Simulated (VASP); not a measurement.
# SiC (Moissanite 3C) (F-43m) in VASP: a series of runs

Runs on SiC (Moissanite 3C). Level: PBE. Tasks: single point.

Program: VASP 6.6.1. These are calculated values, not measurements. Logs are shortened: lines on timing, memory, paths and dates and some standing lists are left out, and cuts for length are marked.

## Step 1: The cell of the first run

It takes space group F-43m (No. 216, cubic). The conventional cell has a = 4.358 Å, b = 4.358 Å, c = 4.358 Å, α = 90.00°, β = 90.00°, γ = 90.00°. Within 2.5 Å of Si (site symmetry -43m) lie 4 C at 1.89 Å. Within 2.5 Å of C (site symmetry -43m) lie 4 Si at 1.89 Å.

## Step 2: Single point, PBE

The input, INCAR:

```
SYSTEM = SiC
PREC = Accurate
ENCUT = 520
EDIFF = 1E-6
ISMEAR = 0
SIGMA = 0.01
LREAL = .FALSE.
LASPH = .TRUE.
NELM = 100
ALGO = Normal
ISIF = 2
LWAVE = .FALSE.
LCHARG = .FALSE.
GGA = PE
NBANDS = 11
```

The input, KPOINTS:

```
Automatic mesh
0
G
  3 3 3
  0 0 0
```

The input, POSCAR:

```
SiC
1.0
    0.0000000000      2.1790000000      2.1790000000
    2.1790000000      0.0000000000      2.1790000000
    2.1790000000      2.1790000000      0.0000000000
Si C
1 1
Direct
    0.0000000000      0.0000000000      0.0000000000
    0.2500000000      0.2500000000      0.2500000000
```

Potentials or basis: VASP PAW PBE potentials, release 64 (Si, C).

Launch:

```
cat potpaw_PBE.64/Si/POTCAR potpaw_PBE.64/C/POTCAR > POTCAR
mpirun -np 1 vasp_std > vasp.out
```

OUTCAR:

```text
SYSTEM = SiC
   PREC = Accurate
   ENCUT = 520
   EDIFF = 1E-6
   ISMEAR = 0
   LREAL = .FALSE.
   LASPH = .TRUE.
   NELM = 100
   ISIF = 2
   GGA = PE

 ion  position               nearest neighbor table
   1  0.000  0.000  0.000-   2 1.89   2 1.89   2 1.89   2 1.89
   2  0.250  0.250  0.250-   1 1.89   1 1.89   1 1.89   1 1.89

  LATTYP: Found a face centered cubic cell.
 ALAT       =     4.3580000000

  Lattice vectors:

 A1 = (   0.0000000000,   2.1790000000,   2.1790000000)
 A2 = (   2.1790000000,   0.0000000000,   2.1790000000)
 A3 = (   2.1790000000,   2.1790000000,   0.0000000000)

Analysis of symmetry for initial positions (statically):
=====================================================================
 Subroutine PRICEL returns:
 Original cell was already a primitive cell.

 Routine SETGRP: Setting up the symmetry group for a
 face centered cubic supercell.

 Subroutine GETGRP returns: Found 24 space group operations
 (whereof 24 operations were pure point group operations)
 out of a pool of 48 trial point group operations.

The static configuration has the point symmetry T_d .

Analysis of symmetry for dynamics (positions and initial velocities):
=====================================================================
 Subroutine PRICEL returns:
 Original cell was already a primitive cell.

 Routine SETGRP: Setting up the symmetry group for a
 face centered cubic supercell.

 Subroutine GETGRP returns: Found 24 space group operations
 (whereof 24 operations were pure point group operations)
 out of a pool of 48 trial point group operations.

The dynamic configuration has the point symmetry T_d .

 Subroutine INISYM returns: Found 24 space group operations
 (whereof 24 operations are pure point group operations),
 and found     1 'primitive' translations

----------------------------------------------------------------------------------------

                                     Primitive cell

  volume of cell :      20.6920

  direct lattice vectors                    reciprocal lattice vectors
     0.000000000  2.179000000  2.179000000    -0.229463056  0.229463056  0.229463056
     2.179000000  0.000000000  2.179000000     0.229463056 -0.229463056  0.229463056
     2.179000000  2.179000000  0.000000000     0.229463056  0.229463056 -0.229463056

  length of vectors
     3.081571352  3.081571352  3.081571352     0.397441672  0.397441672  0.397441672

  position of ions in fractional coordinates (direct lattice)
     0.000000000  0.000000000  0.000000000
     0.250000000  0.250000000  0.250000000

  ion indices of the primitive-cell ions
   primitive index   ion index
                 1           1
                 2           2

----------------------------------------------------------------------------------------

 KPOINTS: Automatic mesh

Automatic generation of k-mesh.
 Grid dimensions read from file:
 generate k-points for:    3    3    3

 Generating k-lattice:

  Cartesian coordinates                     Fractional coordinates (reciprocal lattice)
    -0.076487685  0.076487685  0.076487685     0.333333333  0.000000000  0.000000000
     0.076487685 -0.076487685  0.076487685     0.000000000  0.333333333  0.000000000
     0.076487685  0.076487685 -0.076487685     0.000000000  0.000000000  0.333333333

  Length of vectors
     0.132480557  0.132480557  0.132480557

  Shift w.r.t. Gamma in fractional coordinates (k-lattice)
     0.000000000  0.000000000  0.000000000

 Subroutine IBZKPT returns following result:
 ===========================================

 Found      4 irreducible k-points:

 Following reciprocal coordinates:
            Coordinates               Weight
  0.000000  0.000000  0.000000      1.000000
  0.333333  0.000000  0.000000      8.000000
  0.333333  0.333333  0.000000      6.000000
 -0.333333  0.333333  0.000000     12.000000
   k-points           NKPTS =      4   k-points in BZ     NKDIM =      4   number of bands    NBANDS=     11
   number of dos      NEDOS =    301   number of ions     NIONS =      2
   total plane-waves  NPLWV =  13824
   dimension x,y,z NGX =    24 NGY =   24 NGZ =   24
   dimension x,y,z NGXF=    48 NGYF=   48 NGZF=   48
   ions per type =               1   1
   NGX,Y,Z   is equivalent  to a cutoff of  12.95, 12.95, 12.95 a.u.
   NGXF,Y,Z  is equivalent  to a cutoff of  25.90, 25.90, 25.90 a.u.
 SYSTEM =  SiC
   PREC   = accura    normal or accurate (medium, high low for compatibility)
   ISTART =      0    job   : 0-new  1-cont  2-samecut
   ICHARG =      2    charge: 1-file 2-atom 10-const
   ISPIN  =      1    spin polarized calculation?
   LNONCOLLINEAR =      F non collinear calculations
   LSORBIT =      F    spin-orbit coupling
   LASPH  =      T    aspherical Exc in radial PAW
   ENCUT  =  520.0 eV  38.22 Ry    6.18 a.u.   5.73  5.73  5.73*2*pi/ulx,y,z
   NELM   =    100;   NELMIN=  2; NELMDL= -5     # of ELM steps
   EDIFF  = 0.1E-05   stopping-criterion for ELM
   LREAL  =      F    real-space projection
   EDIFFG = 0.1E-04   stopping-criterion for IOM
   NSW    =      0    number of steps for IOM
   IBRION =     -1    ionic relax: 0-MD 1-quasi-New 2-CG
   NFREE  =      0    steps in history (QN), initial steepest desc. (CG)
   ISIF   =      2    stress and relaxation
   ISYM   =      2    0-nonsym 1-usesym 2-fastsym
   POTIM  = 0.5000    time-step for ionic-motion
   TEBEG  =    0.0;   TEEND  =   0.0 temperature during run
   PSTRESS=    0.0 pullay stress
   NELECT =       8.0000    total number of electrons
   NUPDOWN=      -1.0000    fix difference up-down
   EMIN   =  10.00;   EMAX   =-10.00  energy-range for DOS
   EFERMI =   0.00;   METHOD = LEGACY
   ISMEAR =     0;   SIGMA  =   0.01  broadening in eV -4-tet -1-fermi 0-gaus
   EFERMI_NEDOS =   21; number of points for ismear=-14 and -15
   IALGO  =     38    algorithm
   IMIX   =      4    mixing-type and parameters
     AMIX     =   0.40;   BMIX     =  1.00
     AMIX_MAG =   1.60;   BMIX_MAG =  1.00
  volume/ion in A,a.u.               =      10.35        69.82
  Fermi-wavevector in a.u.,A,eV,Ry     =   1.192626  2.253736 19.352338  1.422357
  Thomas-Fermi vector in A             =   2.328660
   LORBIT       =      0    0 simple, 1 ext, 2 COOP (PROOUT), +10 PAW based schemes
   GGA     = PE    functional components
   LHFCALC =     F    Hartree Fock is set to
   AEXX    =    0.0000 exact exchange contribution
   IVDW    =     0    specifies the selected vdW correction
   LEPSILON=     F    determine dielectric tensor
   LRPA    =     F    only Hartree local field effects (RPA)
 non-spin polarized calculation
 Gauss-broadening in eV      SIGMA  =   0.01
  energy-cutoff  :      520.00
  volume of cell :       20.69
 maximum number of plane-waves:       562
   NGX = 11   NGY = 11   NGZ = 11

 number of electron       8.0000001 magnetization

 Free energy of the ion-electron system (eV)
  ---------------------------------------------------
  ext. energy  EPLUGINS =         0.00000000
  ---------------------------------------------------
  free energy    TOTEN  =       -14.55430539 eV

  energy without entropy =      -14.55430539  energy(sigma->0) =      -14.55430539

 E-fermi :   8.3793     XC(G=0): -11.3101

 val. band max:        8.2761070043   @ k =   0.0000   0.0000   0.0000
 cond. band min:      10.7736382198   @ k =   0.3333   0.3333   0.0000
 fundamental gap:      2.4975312155
 Fermi energy:         8.3793453587

 k-point     1 :       0.0000    0.0000    0.0000
  band No.  band energies     occupation
      1      -7.2036      2.00000
      2       8.2761      2.00000
      3       8.2761      2.00000
      4       8.2761      2.00000
      5      14.4831      0.00000
      6      15.4373      0.00000
      7      15.4373      0.00000
      8      15.4373      0.00000
      9      22.6381      0.00000
     10      22.6381      0.00000
     11      24.6352      0.00000

 k-point     2 :       0.3333    0.0000    0.0000
  band No.  band energies     occupation
      1      -5.1259      2.00000
      2       2.0328      2.00000
      3       7.4164      2.00000
      4       7.4165      2.00000
      5      13.8726      0.00000
      6      15.7768      0.00000
      7      15.7768      0.00000
      8      18.1536      0.00000
      9      22.4240      0.00000
     10      22.4240      0.00000
     11      23.4466      0.00000

 k-point     3 :       0.3333    0.3333    0.0000
  band No.  band energies     occupation
      1      -4.4128      2.00000
      2       3.1775      2.00000
      3       5.6225      2.00000
      4       5.6225      2.00000
      5      10.7736      0.00000
      6      13.3651      0.00000
      7      20.3427      0.00000
      8      20.3427      0.00000
      9      21.3007      0.00000
     10      25.7952      0.00000
     11      30.5351      0.00000

 k-point     4 :      -0.3333    0.3333    0.0000
  band No.  band energies     occupation
      1      -2.5244      2.00000
      2       1.1528      2.00000
      3       2.5630      2.00000
      4       6.0645      2.00000
      5      11.9769      0.00000
      6      17.4022      0.00000
      7      18.9495      0.00000
      8      19.7931      0.00000
      9      21.0682      0.00000
     10      22.6531      0.00000
     11      29.9474      0.00000

------------------------ aborting loop because EDIFF is reached ----------------------------------------

  FORCE on cell =-STRESS in cart. coord.  units (eV):
  Direction    XX          YY          ZZ          XY          YZ          ZX
  --------------------------------------------------------------------------------------
  -------------------------------------------------------------------------------------
  Total        0.6206695      0.6206695      0.6206695      0.0000000      0.0000000      0.0000000
  in kB       48.0583980     48.0583980     48.0583980      0.0000000      0.0000000      0.0000000
  external PRESSURE =      48.0583980 kB  Pullay stress =       0.0000000 kB

 VOLUME and BASIS-vectors are now :
 -----------------------------------------------------------------------------
  energy-cutoff  :      520.00
  volume of cell :       20.69
      direct lattice vectors                 reciprocal lattice vectors
     0.000000000  2.179000000  2.179000000    -0.229463056  0.229463056  0.229463056
     2.179000000  0.000000000  2.179000000     0.229463056 -0.229463056  0.229463056
     2.179000000  2.179000000  0.000000000     0.229463056  0.229463056 -0.229463056

 POSITION                                       TOTAL-FORCE (eV/Angst)
 -----------------------------------------------------------------------------------
      0.00000      0.00000      0.00000         0.000000      0.000000      0.000000
      1.08950      1.08950      1.08950        -0.000000     -0.000000     -0.000000
 -----------------------------------------------------------------------------------
    total drift:                                0.000000      0.000000      0.000000

  FREE ENERGIE OF THE ION-ELECTRON SYSTEM (eV)
  ---------------------------------------------------
  free  energy   TOTEN  =       -14.5543053932 eV

  energy  without entropy=      -14.5543053932  energy(sigma->0) =      -14.55430539
```

Run time: 1.9 s. Hardware: 1 thread of Intel Xeon Platinum 8375C at 2.90GHz (Ice Lake), shared host; peak memory 0.12 GiB.

What came out:

```
Free energy            : -14.5543 eV
Pressure               : 4.8 GPa
Band gap on the k mesh : 2.50 eV, indirect (least direct gap 5.15 eV)
```

Caveat: the k points lie up to 0.83 Å⁻¹ apart.

## Step 3: Single point, PBE

The input, INCAR:

```
SYSTEM = SiC
  ALGO = Normal
  EDIFF = 1E-6
  ENCUT = 520
  GGA = PE
  ISIF = 2
  ISMEAR = 0
  LASPH = .True.
  LCHARG = .False.
  LREAL = .False.
  LWAVE = .False.
  NBANDS = 11
  NELM = 100
  PREC = Accurate
  SIGMA = 0.01
```

The input, KPOINTS:

```
k-points
0
Gamma
  4 4 4
  0 0 0
```

POSCAR is that of step 2.

Potentials or basis: VASP PAW PBE potentials, release 64 (Si, C).

Launch:

```
cat potpaw_PBE.64/Si/POTCAR potpaw_PBE.64/C/POTCAR > POTCAR
mpirun -np 1 vasp_std > vasp.out
```

OUTCAR:

```text
SYSTEM = SiC
   EDIFF = 1E-6
   ENCUT = 520
   GGA = PE
   ISIF = 2
   ISMEAR = 0
   LASPH = .True.
   LREAL = .False.
   NELM = 100
   PREC = Accurate

 ion  position               nearest neighbor table
   1  0.000  0.000  0.000-   2 1.89   2 1.89   2 1.89   2 1.89
   2  0.250  0.250  0.250-   1 1.89   1 1.89   1 1.89   1 1.89

  LATTYP: Found a face centered cubic cell.
 ALAT       =     4.3580000000

  Lattice vectors:

 A1 = (   0.0000000000,   2.1790000000,   2.1790000000)
 A2 = (   2.1790000000,   0.0000000000,   2.1790000000)
 A3 = (   2.1790000000,   2.1790000000,   0.0000000000)

Analysis of symmetry for initial positions (statically):
=====================================================================
 Subroutine PRICEL returns:
 Original cell was already a primitive cell.

 Routine SETGRP: Setting up the symmetry group for a
 face centered cubic supercell.

 Subroutine GETGRP returns: Found 24 space group operations
 (whereof 24 operations were pure point group operations)
 out of a pool of 48 trial point group operations.

The static configuration has the point symmetry T_d .

Analysis of symmetry for dynamics (positions and initial velocities):
=====================================================================
 Subroutine PRICEL returns:
 Original cell was already a primitive cell.

 Routine SETGRP: Setting up the symmetry group for a
 face centered cubic supercell.

 Subroutine GETGRP returns: Found 24 space group operations
 (whereof 24 operations were pure point group operations)
 out of a pool of 48 trial point group operations.

The dynamic configuration has the point symmetry T_d .

 Subroutine INISYM returns: Found 24 space group operations
 (whereof 24 operations are pure point group operations),
 and found     1 'primitive' translations

----------------------------------------------------------------------------------------

[... 101 lines left out ...]
   LHFCALC =     F    Hartree Fock is set to
   AEXX    =    0.0000 exact exchange contribution
   IVDW    =     0    specifies the selected vdW correction
   LEPSILON=     F    determine dielectric tensor
   LRPA    =     F    only Hartree local field effects (RPA)
 non-spin polarized calculation
 Gauss-broadening in eV      SIGMA  =   0.01
  energy-cutoff  :      520.00
  volume of cell :       20.69
 maximum number of plane-waves:       568
 NGX is ok and might be reduce to    24
   NGX = 11   NGY = 11   NGZ = 11

 number of electron       8.0000001 magnetization

 Free energy of the ion-electron system (eV)
  ---------------------------------------------------
  ext. energy  EPLUGINS =         0.00000000
  ---------------------------------------------------
  free energy    TOTEN  =       -14.93182171 eV

  energy without entropy =      -14.93182171  energy(sigma->0) =      -14.93182171

 E-fermi :   8.2468     XC(G=0): -11.3407

 val. band max:        8.1652341387   @ k =   0.0000   0.0000   0.0000
 cond. band min:       9.4749523840   @ k =   0.5000   0.5000   0.0000
 fundamental gap:      1.3097182454
 Fermi energy:         8.2467905105

 k-point     1 :       0.0000    0.0000    0.0000
  band No.  band energies     occupation
      1      -7.2644      2.00000
      2       8.1652      2.00000
      3       8.1652      2.00000
      4       8.1652      2.00000
      5      14.3893      0.00000
      6      15.4224      0.00000
      7      15.4224      0.00000
      8      15.4224      0.00000
      9      22.6220      0.00000
     10      22.6220      0.00000
     11      24.6032      0.00000
[... 85 lines left out ...]
 k-point     8 :      -0.2500    0.5000    0.2500
  band No.  band energies     occupation
      1      -1.9942      2.00000
      2       1.1143      2.00000
      3       3.1542      2.00000
      4       3.4484      2.00000
      5      13.3478      0.00000
      6      17.5674      0.00000
      7      17.6085      0.00000
      8      17.8969      0.00000
      9      22.3782      0.00000
     10      25.5758      0.00000
     11      29.2029      0.00000

------------------------ aborting loop because EDIFF is reached ----------------------------------------

  FORCE on cell =-STRESS in cart. coord.  units (eV):
  Direction    XX          YY          ZZ          XY          YZ          ZX
  --------------------------------------------------------------------------------------
  -------------------------------------------------------------------------------------
  Total        0.4670089      0.4670089      0.4670089      0.0000000      0.0000000      0.0000000
  in kB       36.1604657     36.1604657     36.1604657      0.0000000      0.0000000      0.0000000
  external PRESSURE =      36.1604657 kB  Pullay stress =       0.0000000 kB

 VOLUME and BASIS-vectors are now :
 -----------------------------------------------------------------------------
  energy-cutoff  :      520.00
  volume of cell :       20.69
      direct lattice vectors                 reciprocal lattice vectors
     0.000000000  2.179000000  2.179000000    -0.229463056  0.229463056  0.229463056
     2.179000000  0.000000000  2.179000000     0.229463056 -0.229463056  0.229463056
     2.179000000  2.179000000  0.000000000     0.229463056  0.229463056 -0.229463056

 POSITION                                       TOTAL-FORCE (eV/Angst)
 -----------------------------------------------------------------------------------
      0.00000      0.00000      0.00000         0.000000      0.000000      0.000000
      1.08950      1.08950      1.08950        -0.000000     -0.000000     -0.000000
 -----------------------------------------------------------------------------------
    total drift:                                0.000000      0.000000      0.000000

  FREE ENERGIE OF THE ION-ELECTRON SYSTEM (eV)
  ---------------------------------------------------
  free  energy   TOTEN  =       -14.9318217081 eV

  energy  without entropy=      -14.9318217081  energy(sigma->0) =      -14.93182171
```

Run time: 2.3 s. Hardware: 1 thread of Intel Xeon Platinum 8375C at 2.90GHz (Ice Lake), shared host; peak memory 0.13 GiB.

Results:

| Item | Value |
| --- | --- |
| Free energy | -14.9318 eV |
| Pressure | 3.6 GPa |
| Band gap on the k mesh | 1.31 eV, indirect (least direct gap 4.51 eV) |

Caveat: the k points lie up to 0.62 Å⁻¹ apart. A k mesh can miss the band edges.

## Step 4: Single point, PBE

The input, INCAR:

```
  ALGO = Normal
  EDIFF = 1E-7
  ENCUT = 520
  GGA = PE
  ISIF = 2
  ISMEAR = 0
  LASPH = True
  LCHARG = False
  LREAL = False
  LWAVE = False
  NBANDS = 11
  NELM = 80
  PREC = Accurate
  SIGMA = 0.01
```

The input, KPOINTS:

```
k-points
0
Gamma
  5 5 5
```

POSCAR is that of step 3.

Launch:

```
cat potpaw_PBE.64/Si/POTCAR potpaw_PBE.64/C/POTCAR > POTCAR
mpirun -np 1 vasp_std > vasp.out
```

Wall time 2.4 s (1 thread of Intel Xeon Platinum 8375C at 2.90GHz (Ice Lake), shared host); peak memory 0.13 GiB.

It converged, with:

* Free energy: -15.0226 eV
* Pressure: 3.3 GPa
* Band gap on the k mesh: 1.81 eV, indirect (least direct gap 4.79 eV)

Levels at points of the mesh, in eV from the valence-band top:
```csv
k point,band 1,band 2,band 3,band 4,band 5,band 6,band 7,band 8
"(0.00, 0.00, 0.00)",-15.41,0.00,0.00,0.00,6.23,7.29,7.29,7.29
```

Caveat: the k points lie up to 0.50 Å⁻¹ apart. A k mesh can miss the band edges.

(Continued in part 2 of 2.)
